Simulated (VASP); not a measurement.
Runs of VASP 6.6.1 on NiO. The structure is that of space group Fm-3m (No. 225), or close to it. The cells are those of the table. 

```csv
cell,gap on the mesh (eV),pressure (GPa),moment (μB)
"a = 2.881 Å, angles 60.0°, 2 atoms",none,(a),(b)
"a = 2.851 Å, angles 60.0°, 2 atoms",none,13.4,0.69
"a = 2.911 Å, angles 60.0°, 2 atoms",none,-0.3,1.20
"a = 2.789 Å, angles 60.0°, 2 atoms",none,34.5,0.16
"a = 2.820 Å, angles 60.0°, 2 atoms",none,22.5,(c)
```

Alike in all rows: task single point; level PBEsol; potentials or basis VASP PAW PBE potentials, release 64 (Ni, O); spin collinear, ferromagnetic start; k mesh 18 × 18 × 18; cutoff (eV) 520; smearing gaussian 0.1 eV.

Q: Estimate the missing entries.

A: (a) 4.9; (b) 0.78; (c) 0.21.

Caveats: the PAW data sets were made with another functional, which shifts forces and pressure a little; semilocal functionals often make such compounds metallic where correlation or magnetic order opens a gap, which also shifts bond lengths; the cell stands under pressure (at least some runs); a cell with one magnetic atom can't hold antiferromagnetic order, which such compounds often take (at least some runs).

A gap of «none» marks levels without a gap at the run's occupations.
